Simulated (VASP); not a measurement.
Wanted: the native input for a VASP 6.6.1 run.

- Task: single point
- Functional: PBEsol
- Potentials or basis: VASP PAW PBE potentials, release 64 (Al, Cu)
- Cutoff: 600 eV
- k mesh: 6 × 6 × 6
- Occupations: gaussian, width 0.05 eV
- Spin: no spin polarisation
- Dipole correction: no
- Further INCAR settings: ALGO = Normal; EDIFF = 1e-06; NBANDS = 26

The structure of AlCu3 lies in POSCAR:

```
AlCu3
1.0
    0.0000000000      2.8838739091      2.8838739091
    2.8838739091      0.0000000000      2.8838739091
    2.8838739091      2.8838739091      0.0000000000
Al Cu
1 3
Direct
    0.0000000000      0.0000000000      0.0000000000
    0.5000000000      0.5000000000      0.5000000000
    0.2500000000      0.2500000000      0.2500000000
    0.7500000000      0.7500000000      0.7500000000
```

These files were run (other wordings do the same):

INCAR

```
SYSTEM = AlCu3
PREC     = Accurate       ! precision mode
ENCUT    = 600            ! plane-wave cutoff, eV
EDIFF    = 1E-6           ! SCF threshold, eV
ISMEAR   = 0              ! smearing method
SIGMA    = 0.05           ! smearing width, eV
LREAL    = .FALSE.        ! projectors in reciprocal space
LASPH    = .TRUE.         ! aspherical terms in the spheres
NELM     = 120            ! most SCF steps
ALGO     = Normal         ! electronic algorithm
ISIF     = 2              ! what is computed and relaxed
LWAVE    = .FALSE.        ! write WAVECAR
LCHARG   = .TRUE.         ! write CHGCAR
GGA      = PS             ! functional
LELF     = .TRUE.         ! ELF
LVHAR    = .TRUE.       
NBANDS   = 26             ! bands
GGA_COMPAT= .FALSE.
```

KPOINTS

```
regular mesh
0
G
  6 6 6
  0 0 0
```

Potentials or basis: VASP PAW PBE potentials, release 64 (Al, Cu).

Run with:

```sh
$ cat potpaw_PBE.64/Al/POTCAR potpaw_PBE.64/Cu/POTCAR > POTCAR
$ mpirun -np 1 vasp_std > vasp.out
```

It gave:

The pressure is 0.7 GPa. The band gap on the k mesh is zero (bands 18 and 19 overlap by 5.88 eV).

Caveat: the PAW data sets were made with another functional, which shifts forces and pressure a little.

Wall time 36 s on 1 thread of AMD EPYC 7R13 Processor (Zen 3), on a shared host, peak memory 0.17 GiB.
